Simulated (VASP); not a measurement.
Runs of VASP 6.6.1 on Sc. Symmetry: Fm-3m, No. 225, cubic system. Conventional cell: a = 4.520 Å, b = 4.520 Å, c = 4.520 Å, α = 90.00°, β = 90.00°, γ = 90.00°. Sc (site symmetry m-3m) has 12 Sc at 3.20 Å within 4.2 Å. This isn't the form of Sc at room conditions, which is hcp.

| fixed moment (μB) | pressure (GPa) | moment (μB) |
| --- | --- | --- |
| 0.9 | (b) | 0.90 |
| 0.2 | -1.5 | 0.20 |
| 1.2 | 1.4 | 1.20 |
| 0.4 | -1.3 | 0.40 |
| - | (a) | 0.00 |
| 1.6 | 3.0 | 1.60 |

Alike in all rows: task single point; level LDA; potentials or basis VASP PAW LDA potentials, release 64 (Sc_sv); cell as given; k mesh 13 × 13 × 13; cutoff (eV) 520; smearing fermi-dirac 0.03 eV.

Q: Fill in the values left out.

A: (a) -1.8; (b) 0.3.

Caveats: the total moment is fixed, so each spin has its own Fermi level (at least some runs).
